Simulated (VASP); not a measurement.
# PtF (Cmcm) in VASP: single point with PBE

Aim: the single point of PtF with PBE.

Program: VASP 6.6.1. These are calculated values, not measurements. Logs are shortened: lines on timing, memory, paths and dates and some standing lists are left out, and cuts for length are marked.

## 1. The cell of the first run

It takes space group Cmcm (No. 63, orthorhombic). Conventional cell: a = 2.763 Å, b = 9.947 Å, c = 3.872 Å, α = 90.00°, β = 90.00°, γ = 90.00°. Pt (site symmetry m2m) has 5 F at 2.06 to 2.70 Å and 4 Pt at 2.54 to 2.76 Å within 2.8 Å. Within 2.8 Å of F (site symmetry m2m) lie 5 Pt at 2.06 to 2.70 Å and 6 F at 2.51 to 2.76 Å.

## 2. Single point, PBE

Input file INCAR:

```
SYSTEM = PtF
ALGO     = Normal         ! electronic algorithm
EDIFF    = 1E-7           ! SCF threshold, eV
ENCUT    = 520            ! plane-wave cutoff, eV
GGA      = PE             ! functional
ISIF     = 2              ! what is computed and relaxed
ISMEAR   = 0              ! smearing method
LASPH    = .True.         ! aspherical terms in the spheres
LCHARG   = .False.        ! write CHGCAR
LREAL    = .False.        ! projectors in reciprocal space
LWAVE    = .False.        ! write WAVECAR
NBANDS   = 25             ! bands
NELM     = 80             ! most SCF steps
PREC     = Accurate       ! precision mode
SIGMA    = 0.1            ! smearing width, eV
```

Input file KPOINTS:

```
k-points
0
Gamma
  18 18 12
  0 0 0
```

Input file POSCAR:

```
PtF
1.0
    1.3816611621     -4.9735290902      0.0000000000
    1.3816611621      4.9735290902      0.0000000000
    0.0000000000      0.0000000000      3.8715319165
Pt F
2 2
Direct
    0.9174041071      0.0825958929      0.2500000000
    0.0825958929      0.9174041071      0.7500000000
    0.7100567491      0.2899432509      0.2500000000
    0.2899432509      0.7100567491      0.7500000000
```

Potentials or basis: VASP PAW PBE potentials, release 64 (Pt, F).

Run with:

```
$ cat potpaw_PBE.64/Pt/POTCAR potpaw_PBE.64/F/POTCAR > POTCAR
$ mpirun -np 1 vasp_std > vasp.out
```

OUTCAR:

```text
SYSTEM = PtF
   EDIFF = 1E-7
   ENCUT = 520
   GGA = PE
   ISIF = 2
   ISMEAR = 0
   LASPH = .True.
   LREAL = .False.
   NELM = 80
   PREC = Accurate

 ion  position               nearest neighbor table
   1  0.917  0.083  0.250-   3 2.06   2 2.54   2 2.54   4 2.70   4 2.70   4 2.70   4 2.70
   2  0.083  0.917  0.750-   4 2.06   1 2.54   1 2.54   3 2.70   3 2.70   3 2.70   3 2.70
   3  0.710  0.290  0.250-   1 2.06   2 2.70   2 2.70   2 2.70   2 2.70
   4  0.290  0.710  0.750-   2 2.06   1 2.70   1 2.70   1 2.70   1 2.70

  LATTYP: Found a base centered orthorhombic cell.
 ALAT       =     2.7633223242
 B/A-ratio  =     3.5996735138
 C/A-ratio  =     1.4010424635

  Lattice vectors:

 A1 = (   1.3816611621,  -4.9735290902,   0.0000000000)
 A2 = (   1.3816611621,   4.9735290902,   0.0000000000)
 A3 = (   0.0000000000,   0.0000000000,   3.8715319165)

Analysis of symmetry for initial positions (statically):
=====================================================================
 Subroutine PRICEL returns:
 Original cell was already a primitive cell.

 Routine SETGRP: Setting up the symmetry group for a
 base centered orthorhombic supercell.

 Subroutine GETGRP returns: Found  8 space group operations
 (whereof  4 operations were pure point group operations)
 out of a pool of  8 trial point group operations.

The static configuration has the point symmetry C_2h.
 The point group associated with its full space group is D_2h.

Analysis of symmetry for dynamics (positions and initial velocities):
=====================================================================
 Subroutine PRICEL returns:
 Original cell was already a primitive cell.

 Routine SETGRP: Setting up the symmetry group for a
 base centered orthorhombic supercell.

 Subroutine GETGRP returns: Found  8 space group operations
 (whereof  4 operations were pure point group operations)
 out of a pool of  8 trial point group operations.

The dynamic configuration has the point symmetry C_2h.
 The point group associated with its full space group is D_2h.

 Subroutine INISYM returns: Found  8 space group operations
 (whereof  4 operations are pure point group operations),
 and found     1 'primitive' translations

----------------------------------------------------------------------------------------

                                     Primitive cell

  volume of cell :      53.2083

  direct lattice vectors                    reciprocal lattice vectors
     1.381661162 -4.973529090  0.000000000     0.361883227 -0.100532236  0.000000000
     1.381661162  4.973529090  0.000000000     0.361883227  0.100532236  0.000000000
     0.000000000  0.000000000  3.871531916     0.000000000  0.000000000  0.258295688

  length of vectors
     5.161877486  5.161877486  3.871531916     0.375587807  0.375587807  0.258295688

  position of ions in fractional coordinates (direct lattice)
     0.917404107  0.082595893  0.250000000
     0.082595893  0.917404107  0.750000000
     0.710056749  0.289943251  0.250000000
     0.289943251  0.710056749  0.750000000

  ion indices of the primitive-cell ions
   primitive index   ion index
                 1           1
                 2           2
                 3           3
                 4           4

----------------------------------------------------------------------------------------

 KPOINTS: k-points

Automatic generation of k-mesh.
 Grid dimensions read from file:
 generate k-points for:   18   18   12

 Generating k-lattice:

  Cartesian coordinates                     Fractional coordinates (reciprocal lattice)
     0.020104624 -0.005585124  0.000000000     0.055555556  0.000000000  0.000000000
     0.020104624  0.005585124  0.000000000     0.000000000  0.055555556  0.000000000
     0.000000000  0.000000000  0.021524641     0.000000000  0.000000000  0.083333333

  Length of vectors
     0.020865989  0.020865989  0.021524641

  Shift w.r.t. Gamma in fractional coordinates (k-lattice)
     0.000000000  0.000000000  0.000000000

 Subroutine IBZKPT returns following result:
 ===========================================

 Found    637 irreducible k-points:

 Following reciprocal coordinates:
            Coordinates               Weight
  0.000000  0.000000  0.000000      1.000000
  0.055556  0.000000  0.000000      4.000000
  0.111111  0.000000  0.000000      4.000000
  0.166667  0.000000  0.000000      4.000000
  0.222222  0.000000  0.000000      4.000000
  0.277778  0.000000  0.000000      4.000000
[... 16 lines left out ...]
 -0.277778  0.055556  0.000000      4.000000
 -0.222222  0.055556  0.000000      4.000000
 [... further k-points ...]
   k-points           NKPTS =    637   k-points in BZ     NKDIM =    637   number of bands    NBANDS=     25
   number of dos      NEDOS =    301   number of ions     NIONS =      4
   total plane-waves  NPLWV =  48000
   dimension x,y,z NGX =    40 NGY =   40 NGZ =   30
   dimension x,y,z NGXF=    80 NGYF=   80 NGZF=   60
   ions per type =               2   2
   NGX,Y,Z   is equivalent  to a cutoff of  12.88, 12.88, 12.88 a.u.
   NGXF,Y,Z  is equivalent  to a cutoff of  25.77, 25.77, 25.76 a.u.
 SYSTEM =  PtF
   PREC   = accura    normal or accurate (medium, high low for compatibility)
   ISTART =      0    job   : 0-new  1-cont  2-samecut
   ICHARG =      2    charge: 1-file 2-atom 10-const
   ISPIN  =      1    spin polarized calculation?
   LNONCOLLINEAR =      F non collinear calculations
   LSORBIT =      F    spin-orbit coupling
   LASPH  =      T    aspherical Exc in radial PAW
   ENCUT  =  520.0 eV  38.22 Ry    6.18 a.u.   9.60  9.60  7.20*2*pi/ulx,y,z
   NELM   =     80;   NELMIN=  2; NELMDL= -5     # of ELM steps
   EDIFF  = 0.1E-06   stopping-criterion for ELM
   LREAL  =      F    real-space projection
   EDIFFG = 0.1E-05   stopping-criterion for IOM
   NSW    =      0    number of steps for IOM
   IBRION =     -1    ionic relax: 0-MD 1-quasi-New 2-CG
   NFREE  =      0    steps in history (QN), initial steepest desc. (CG)
   ISIF   =      2    stress and relaxation
   ISYM   =      2    0-nonsym 1-usesym 2-fastsym
   POTIM  = 0.5000    time-step for ionic-motion
   TEBEG  =    0.0;   TEEND  =   0.0 temperature during run
   PSTRESS=    0.0 pullay stress
   NELECT =      34.0000    total number of electrons
   NUPDOWN=      -1.0000    fix difference up-down
   EMIN   =  10.00;   EMAX   =-10.00  energy-range for DOS
   EFERMI =   0.00;   METHOD = LEGACY
   ISMEAR =     0;   SIGMA  =   0.10  broadening in eV -4-tet -1-fermi 0-gaus
   EFERMI_NEDOS =   21; number of points for ismear=-14 and -15
   IALGO  =     38    algorithm
   IMIX   =      4    mixing-type and parameters
     AMIX     =   0.40;   BMIX     =  1.00
     AMIX_MAG =   1.60;   BMIX_MAG =  1.00
  volume/ion in A,a.u.               =      13.30        89.77
  Fermi-wavevector in a.u.,A,eV,Ry     =   1.410073  2.664651 27.052526  1.988305
  Thomas-Fermi vector in A             =   2.532064
   LORBIT       =      0    0 simple, 1 ext, 2 COOP (PROOUT), +10 PAW based schemes
   GGA     = PE    functional components
   LHFCALC =     F    Hartree Fock is set to
   AEXX    =    0.0000 exact exchange contribution
   IVDW    =     0    specifies the selected vdW correction
   LEPSILON=     F    determine dielectric tensor
   LRPA    =     F    only Hartree local field effects (RPA)
 non-spin polarized calculation
 Gauss-broadening in eV      SIGMA  =   0.10
  energy-cutoff  :      520.00
  volume of cell :       53.21
 maximum number of plane-waves:      1455
   NGX = 19   NGY = 19   NGZ = 15

 number of electron      34.0000008 magnetization

 Free energy of the ion-electron system (eV)
  ---------------------------------------------------
  ext. energy  EPLUGINS =         0.00000000
  ---------------------------------------------------
  free energy    TOTEN  =       -16.85546507 eV

  energy without entropy =      -16.83629901  energy(sigma->0) =      -16.84588204

 E-fermi :   5.7383     XC(G=0): -11.8427

 val. band max:        5.7365496933   @ k =  -0.4444   0.0556   0.2500
 cond. band min:       5.7385477153   @ k =  -0.3333   0.0556   0.0833
 fundamental gap:      0.0019980220
 Fermi energy:         5.7383353914

 k-point     1 :       0.0000    0.0000    0.0000
  band No.  band energies     occupation
      1     -17.4414      2.00000
      2     -16.3492      2.00000
      3      -0.5547      2.00000
      4      -0.4838      2.00000
      5      -0.0507      2.00000
      6       1.2349      2.00000
[... 17 lines left out ...]
     24      19.4362      0.00000
     25      20.1827      0.00000

 k-point     2 :       0.0556    0.0000    0.0000
  band No.  band energies     occupation
      1     -17.4264      2.00000
      2     -16.3495      2.00000
      3      -0.5186      2.00000
      4      -0.4583      2.00000
      5      -0.0328      2.00000
      6       1.2183      2.00000
[... 17 lines left out ...]
     24      19.5423      0.00000
     25      20.2631      0.00000

 k-point     3 :       0.1111    0.0000    0.0000
  band No.  band energies     occupation
      1     -17.3822      2.00000
      2     -16.3512      2.00000
      3      -0.4345      2.00000
      4      -0.3834      2.00000
      5       0.0149      2.00000
      6       1.1721      2.00000
[... 17 lines left out ...]
     24      19.8476      0.00000
     25      20.0049      0.00000

 k-point     4 :       0.1667    0.0000    0.0000
  band No.  band energies     occupation
      1     -17.3115      2.00000
      2     -16.3561      2.00000
      3      -0.3515      2.00000
      4      -0.2633      2.00000
      5       0.0682      2.00000
      6       1.1017      2.00000
[... 17 lines left out ...]
     24      19.0545      0.00000
     25      20.3162      0.00000
[... 477 lines left out ...]
 k-point    22 :      -0.3333    0.0556    0.0000
  band No.  band energies     occupation
      1     -17.1062      2.00000
      2     -16.3885      2.00000
      3      -0.4936      2.00000
      4      -0.0423      2.00000
      5       0.1322      2.00000
      6       0.8678      2.00000
[... 17 lines left out ...]
     24      19.2422      0.00000
     25      20.8704      0.00000

 k-point    23 :      -0.2778    0.0556    0.0000
  band No.  band energies     occupation
      1     -17.2154      2.00000
      2     -16.3662      2.00000
      3      -0.5350      2.00000
      4      -0.0619      2.00000
      5      -0.0407      2.00000
      6       1.0458      2.00000
[... 17 lines left out ...]
     24      19.1960      0.00000
     25      20.9542      0.00000

 k-point    24 :      -0.2222    0.0556    0.0000
  band No.  band energies     occupation
      1     -17.3084      2.00000
      2     -16.3546      2.00000
      3      -0.5914      2.00000
      4      -0.2282      2.00000
      5      -0.0349      2.00000
      6       1.1853      2.00000
[... 17 lines left out ...]
     24      19.0099      0.00000
     25      20.3689      0.00000

 [... further k-points ...]
[... 5 lines left out ...]
  --------------------------------------------------------------------------------------
  -------------------------------------------------------------------------------------
  Total       -0.2118575      0.0943835     -0.1751919      0.0000000     -0.0000000      0.0000000
  in kB       -6.3793346      2.8420246     -5.2752817      0.0000000     -0.0000000      0.0000000
  external PRESSURE =      -2.9375306 kB  Pullay stress =       0.0000000 kB

 VOLUME and BASIS-vectors are now :
 -----------------------------------------------------------------------------
  energy-cutoff  :      520.00
  volume of cell :       53.21
      direct lattice vectors                 reciprocal lattice vectors
     1.381661162 -4.973529090  0.000000000     0.361883227 -0.100532236  0.000000000
     1.381661162  4.973529090  0.000000000     0.361883227  0.100532236  0.000000000
     0.000000000  0.000000000  3.871531916     0.000000000  0.000000000  0.258295688

 POSITION                                       TOTAL-FORCE (eV/Angst)
 -----------------------------------------------------------------------------------
      1.38166     -4.15194      0.96788         0.000000     -0.062827      0.000000
      1.38166      4.15194      2.90365         0.000000      0.062827      0.000000
      1.38166     -2.08945      0.96788         0.000000      0.078191     -0.000000
      1.38166      2.08945      2.90365         0.000000     -0.078191     -0.000000
 -----------------------------------------------------------------------------------
    total drift:                               -0.000000      0.000000     -0.000000

  FREE ENERGIE OF THE ION-ELECTRON SYSTEM (eV)
  ---------------------------------------------------
  free  energy   TOTEN  =       -16.8554650736 eV

  energy  without entropy=      -16.8362990054  energy(sigma->0) =      -16.84588204
```

Run time: 24 min. Hardware: 1 thread of Intel Xeon 8259CL, shared host; peak memory 0.77 GiB.

Results:

* Free energy: -16.8555 eV
* Pressure: -0.3 GPa
* Largest force: 0.078 eV/Å
* Band gap on the k mesh: zero (bands 17 and 18 overlap by 1.54 eV)

Forces in eV/Å, atoms in the order of the input:
```
Pt   0.000 -0.063  0.000
Pt   0.000  0.063  0.000
F    0.000  0.078  0.000
F    0.000 -0.078  0.000
```

Caveat: spin-orbit coupling is left out, which moves the levels of the heavy elements.
